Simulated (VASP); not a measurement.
Crystal: MnPt2.

```
Pt Mn
1.0
     2.85840    0.00000    0.00000
    -1.42920    2.47545    0.00000
     0.00000    0.00000    6.53250
Pt Mn
2 1
Direct
  0.66667 0.33333 0.31621
  0.33333 0.66667 0.68379
  0.00000 0.00000 0.00000
```

Base run:

```yaml
Program: VASP 6.6.1
Functional: PBE
Potentials_or_basis: VASP PAW PBE potentials, release 64 (Pt, Mn_pv)
Cutoff: 520 eV
k_mesh: 9 × 9 × 4
Occupations: fermi-dirac, width 0.05 eV
Spin: collinear spin, ferromagnetic start
Starting_moments: "[0.0, 0.0, 4.0] μB"
Fixed_moment: 4 μB
```

Its results: pressure -2.7 GPa; site moments Pt +0.14; Mn +3.57 μB; largest force 0.064 eV/Å.

**Question.** The run is repeated on the same cell with these changes: fixed moment from 4 μB to 5 μB; moments at the start from [0.0, 0.0, 4.0] to [0.0, 0.0, 5.0]. What comes out?

**Answer.** Pressure 0.8 GPa; site moments Pt +0.47; Mn +3.86 μB; largest force 0.071 eV/Å.

Caveats: the total moment is fixed, so each spin has its own Fermi level.
